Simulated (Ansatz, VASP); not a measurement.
# One calculation of K, two programs

```xyz
1
Lattice="-2.6525 2.6525 2.6525 2.6525 -2.6525 2.6525 2.6525 2.6525 -2.6525" Properties=species:S:1:pos:R:3 pbc="T T T"
K     0.0000    0.0000    0.0000
```

Change from the starting cell: volume scaled by 1.04.

Alike in both runs: task single point; functional PBEsol; k mesh 10 × 10 × 10; occupations fermi-dirac, width 0.08 eV; no spin polarisation.

|  | VASP | Ansatz |
| --- | --- | --- |
| version | VASP 6.6.1 | Ansatz 0.2.0 |
| potentials or method | VASP PAW PBE potentials, release 64 (K_sv), cutoff 520 eV | all-electron LAPW, scalar-relativistic |

|  | VASP | Ansatz | Ansatz less VASP |
| --- | --- | --- | --- |
| pressure (GPa) | -0.2 | -0.2 | +0.01 |

VASP's potentials were made for PBE, not for PBEsol. Ansatz ran all-electron here, and VASP with PAW potentials.
